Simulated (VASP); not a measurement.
Wanted: the native input for a VASP 6.6.1 run.

```yaml
Task: relaxation of cell and atoms
Functional: PBEsol
Potentials_or_basis: VASP PAW PBE potentials, release 64 (Ca_sv)
Cutoff: 600 eV
k_mesh: 6 × 6 × 4
Occupations: gaussian, width 0.1 eV
Spin: no spin polarisation
Dipole_correction: no
Further_INCAR_settings: ALGO = Normal; EDIFF = 1e-06; IBRION = 2; EDIFFG = -0.04; NSW = 90; ISIF = 3
```

The structure of Ca lies in POSCAR:

```
Ca
1.0
    5.1305594954      0.0000000000      0.0000000000
   -2.5652797477      4.4431948587      0.0000000000
    0.0000000000      0.0000000000      5.8207914923
Ca
3
Direct
    0.2254000000      0.0000000000      0.3333333333
    0.0000000000      0.2254000000      0.6666666667
    0.7746000000      0.7746000000      0.0000000000
```

One way to write it, as run:

INCAR

```
SYSTEM = Ca
ALGO = Normal ; EDIFF = 1E-6
EDIFFG = -0.04 ; ENCUT = 600
GGA = PS ; IBRION = 2
ISIF = 3 ; ISMEAR = 0
LASPH = .True. ; LCHARG = .False.
LREAL = .False. ; LWAVE = .False.
NELM = 100 ; NSW = 90
PREC = Accurate ; SIGMA = 0.1
```

KPOINTS

```
k-points
0
Gamma
  6 6 4
  0 0 0
```

Potentials or basis: VASP PAW PBE potentials, release 64 (Ca_sv).

Run with:

```console
$ cat potpaw_PBE.64/Ca_sv/POTCAR > POTCAR
$ mpirun -np 1 vasp_std > vasp.out
```

Results of the run:

The relaxed volume is 40.24 Å³/atom and the relaxed cell is a = 3.839 Å, b = 3.839 Å, c = 9.461 Å, α = 90.00°, β = 90.00°, γ = 120.00°. The space group after relaxing (to 0.05 Å) is P3_121 (No. 152). The energy gained by relaxing is 1073.2 meV/atom, the ionic steps are 27 and the pressure after relaxing is 0.1 GPa. The largest force after relaxing is 0.037 eV/Å and the band gap on the k mesh is zero (band 15 reaches 2.11 eV, above the bottom of band 16 at 1.94 eV).

Caveat: the PAW data sets were made with another functional, which shifts forces and pressure a little.

It took 22 min on 1 thread of Intel(R) Xeon(R) Platinum 8488C (Sapphire Rapids), with other jobs on the host, peak memory 0.32 GiB.
